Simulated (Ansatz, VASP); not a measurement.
## Two plane-wave programs on Hf3Si2O

```xyz
6
Lattice="2.9712 1.7154 3.1691 -2.9712 1.7154 3.1691 0.0000 -3.4309 3.1691" Properties=species:S:1:pos:R:3 pbc="T T T"
Hf    1.4856    0.8577    1.5846
Hf   -1.4856    0.8577    1.5846
Hf    0.0000   -1.7154    1.5846
Si    0.0000    0.0000    5.8696
Si    0.0000    0.0000    3.6378
O     0.0000    0.0000    0.0000
```

Change from the starting cell: species swapped into the Er2AlFe3 type (R-3m, No. 166).

Alike in both runs: functional PBE; k mesh 12 × 12 × 12; occupations gaussian, width 0.1 eV; no spin polarisation.

Ansatz relaxed the structure, and its values are those at the end. VASP's run is a single point on that final structure, the one shown.

```csv
,VASP,Ansatz
version,VASP 6.6.1,Ansatz 0.2.0
potentials or method,"VASP PAW PBE potentials, release 64 (Hf_pv, Si, O), cutoff 520 eV","scalar-relativistic, plane waves, PAW"
valence electrons in the cell,44,92
```

```csv
,VASP,Ansatz,Ansatz less VASP
gap on the k mesh at the Fermi level (eV),none,none,-
pressure (GPa),-0.9,0.0,+0.89
rms of the force components (eV/Å),0.004,0.001,-0.0026
```

A gap of «none» marks a metal or a gap that the smearing closes. VASP's potentials hold 44 valence electrons a cell and Ansatz's 92, so a difference there can come from the potentials and not from the codes.

Neither program's run includes spin-orbit coupling.
